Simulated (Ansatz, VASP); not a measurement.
## One calculation of NaI, two programs

INCAR

```
SYSTEM = NaI
PREC     = Accurate       ! precision mode
ENCUT    = 520            ! plane-wave cutoff, eV
EDIFF    = 1E-6           ! SCF threshold, eV
ISMEAR   = 0              ! smearing method
SIGMA    = 0.05           ! smearing width, eV
LREAL    = .FALSE.        ! projectors in reciprocal space
LASPH    = .TRUE.         ! aspherical terms in the spheres
NELM     = 100            ! most SCF steps
ALGO     = Normal         ! electronic algorithm
ISIF     = 2              ! what is computed and relaxed
LWAVE    = .FALSE.        ! write WAVECAR
LCHARG   = .FALSE.        ! write CHGCAR
GGA      = PE             ! functional
NBANDS   = 14             ! bands
```

Contents of KPOINTS:

```
regular mesh
0
G
  6 6 6
  0 0 0
```

POSCAR

```
NaI
1.0
    0.0000000000      3.1393080000      3.3334920000
    3.1393080000      0.0000000000      3.3334920000
    3.1393080000      3.1393080000      0.0000000000
Na I
1 1
Direct
    0.0000000000      0.0000000000      0.0000000000
    0.5000000000      0.5000000000      0.5000000000
```

Input for Ansatz:

```yaml
crystal:
  lattice:
    - [0.0, 3.139308, 3.333492]
    - [3.139308, 0.0, 3.333492]
    - [3.139308, 3.139308, 0.0]
  atoms:
    - { symbol: Na, position: [0.0, 0.0, 0.0] }
    - { symbol: I, position: [0.5, 0.5, 0.5] }
basis:
  ecutwfc: 420
kpoints:
  mp_grid: { grid: [6, 6, 6] }
hamiltonian:
  xc: pbe
scf:
  occupations: { method: gaussian, width: 0.05 }
output:
  forces: true
  stress: true
  eigenvalues: true
```

Change from the starting cell: strain -0.030 along x and y, +0.030 along z, atoms carried along.

Alike in both runs: task single point; functional PBE; k mesh 6 × 6 × 6; occupations gaussian, width 0.05 eV; no spin polarisation.

|  | VASP | Ansatz |
| --- | --- | --- |
| version | VASP 6.6.1 | Ansatz 0.2.0 |
| potentials or method | VASP PAW PBE potentials, release 64 (Na_pv, I), cutoff 520 eV | scalar-relativistic, plane waves, PAW |
| valence electrons in the cell | 14 | 26 |

|  | VASP | Ansatz | Ansatz less VASP |
| --- | --- | --- | --- |
| gap on the k mesh at the Fermi level (eV) | 3.70 | 3.70 | +0.003 |
| least direct gap on the mesh (eV) | 3.70 | 3.70 | +0.003 |
| pressure (GPa) | 1.2 | 1.2 | -0.01 |
| traceless stress, the component that is largest in VASP (GPa) | -1.12 | -1.12 | +0.007 |

With one functional, cell and mesh, what is left measures potentials, basis and numerics. VASP's potentials hold 14 valence electrons a cell and Ansatz's 26, so a difference there can come from the potentials and not from the codes.

Spin-orbit coupling is off throughout.
